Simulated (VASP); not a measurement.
Write the native input for VASP 6.6.1 that does the following.

```
Task                   : single point
Functional             : BLYP
Potentials or basis    : VASP PAW PBE potentials, release 64 (Ti_sv, O)
Cutoff                 : 600 eV
k mesh                 : 10 × 10 × 10
Occupations            : fermi-dirac, width 0.05 eV
Spin                   : no spin polarisation
Dipole correction      : no
Further INCAR settings : ALGO = Normal; EDIFF = 1e-06; NBANDS = 33
```

The structure of TiO2 lies in POSCAR:

```
TiO2
1.0
   -1.9096784706      1.9096784706      4.9196487146
    1.9096784706     -1.9096784706      4.9196487146
    1.9096784706      1.9096784706     -4.9196487146
Ti O
2 4
Direct
    0.7500000000      0.2500000000      0.5000000000
    0.0000000000      0.0000000000      0.0000000000
    0.7945325256      0.7945325256      0.0000000000
    0.5445325256      0.0445325256      0.5000000000
    0.9554674744      0.4554674744      0.5000000000
    0.2054674744      0.2054674744      0.0000000000
```

These files were run (other wordings do the same):

INCAR

```
SYSTEM = TiO2
  PREC = Accurate
  ENCUT = 600
  EDIFF = 1E-6
  ISMEAR = -1
  SIGMA = 0.05
  LREAL = .FALSE.
  LASPH = .TRUE.
  NELM = 120
  ALGO = Normal
  ISIF = 2
  LWAVE = .FALSE.
  LCHARG = .FALSE.
  GGA = B5
  ALDAX = 1.0
  AGGAX = 1.0
  AGGAC = 1.0
  ALDAC = 0.0
  NBANDS = 33
  GGA_COMPAT = .FALSE.
```

KPOINTS

```
regular mesh
0
G
  10 10 10
  0 0 0
```

Potentials or basis: VASP PAW PBE potentials, release 64 (Ti_sv, O).

Run with:

```console
$ cat potpaw_PBE.64/Ti_sv/POTCAR potpaw_PBE.64/O/POTCAR > POTCAR
$ mpirun -np 1 vasp_std > vasp.out
```

It gave:

```json
{
  "Pressure": "0.8 GPa",
  "Largest force": "0.019 eV/Å",
  "Band gap on the k mesh": "2.08 eV (least direct gap 2.36 eV)"
}
```

Caveat: the PAW data sets were made with another functional, which shifts forces and pressure a little.

Run time: 11 min on 1 thread of Intel(R) Xeon(R) Platinum 8259CL CPU @ 2.50GHz (Skylake/Cascade Lake), on a shared host, peak memory 0.47 GiB.
